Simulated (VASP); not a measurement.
A run of VASP 6.6.1:

Contents of INCAR:

```
PREC = Accurate
ENCUT = 520
EDIFF = 1E-6
ISMEAR = 0
SIGMA = 0.05
LREAL = False
LASPH = True
NELM = 60
ALGO = Normal
ISIF = 2
LWAVE = False
LCHARG = False
GGA = PE
NBANDS = 16
```

Contents of KPOINTS:

```
regular mesh
0
Gamma
  8 8 8
```

File POSCAR:

```
GaP
1.0
    0.0000000000      2.6707450000      2.7252500000
    2.7252500000      0.0000000000      2.7252500000
    2.7252500000      2.6707450000      0.0000000000
Ga P
1 1
Direct
    0.0000000000      0.0000000000      0.0000000000
    0.7500000000      0.7500000000      0.7500000000
```

Potentials or basis: VASP PAW PBE potentials, release 64 (Ga_d, P).

Launch:

```sh
$ cat potpaw_PBE.64/Ga_d/POTCAR potpaw_PBE.64/P/POTCAR > POTCAR
$ mpirun -np 1 vasp_std > vasp.out
```

Hardware: 1 thread of AMD EPYC 7R13 (shared host).

Question: How long does it take, and how much memory?

Answer: Wall time 64 s on 1 thread of AMD EPYC 7R13 (shared host), peak memory 0.15 GiB. Counts: scf iterations 12, k points 59.
